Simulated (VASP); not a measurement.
Set up this calculation in VASP 6.6.1, as the native input.

```
Task                   : single point
Functional             : PBE
Dispersion             : D3(BJ)
Potentials or basis    : VASP PAW PBE potentials, release 64 (Bi_d)
Cutoff                 : 520 eV
k mesh                 : 16 × 16 × 16
Occupations            : gaussian, width 0.15 eV
Spin                   : no spin polarisation
Dipole correction      : no
Further INCAR settings : ALGO = Fast; EDIFF = 1e-07; NBANDS = 14
```

The structure of Bi lies in POSCAR:

```
Bi
1.0
   -1.7782181090      2.0721384576      2.0280504053
    1.7782181090     -2.0721384576      2.0280504053
    1.7782181090      2.0721384576     -2.0280504053
Bi
1
Direct
    0.0000000000      0.0000000000      0.0000000000
```

This cell differs from its parent crystal: strain +e along x and -e along y -0.0750, strain +e along z and -e/2 along x and y +0.0350.

The input as run:

INCAR

```
SYSTEM = Bi
PREC     = Accurate       ! precision mode
ENCUT    = 520            ! plane-wave cutoff, eV
EDIFF    = 1E-7           ! SCF threshold, eV
ISMEAR   = 0              ! smearing method
SIGMA    = 0.15           ! smearing width, eV
LREAL    = .FALSE.        ! projectors in reciprocal space
LASPH    = .TRUE.         ! aspherical terms in the spheres
NELM     = 60             ! most SCF steps
ALGO     = Fast           ! electronic algorithm
ISIF     = 2              ! what is computed and relaxed
LWAVE    = .FALSE.        ! write WAVECAR
LCHARG   = .FALSE.        ! write CHGCAR
GGA      = PE             ! functional
IVDW     = 12             ! dispersion correction
NBANDS   = 14             ! bands
```

KPOINTS

```
Automatic mesh
0
G
  16 16 16
  0 0 0
```

Potentials or basis: VASP PAW PBE potentials, release 64 (Bi_d).

Launch:

```sh
$ cat potpaw_PBE.64/Bi_d/POTCAR > POTCAR
$ mpirun -np 1 vasp_std > vasp.out
```

Results of the run:

```
Pressure                   : 0.8 GPa
Dispersion energy per atom : -0.528 eV
```

Caveat: the cell differs from its parent crystal (strain +e along x and -e along y -0.0750, strain +e along z and -e/2 along x and y +0.0350); pairwise dispersion overbinds metals, which lowers pressure and volume.

Run time: 3.9 min on 1 thread of Intel(R) Xeon(R) Platinum 8488C (Sapphire Rapids), on a shared host, peak memory 0.35 GiB.
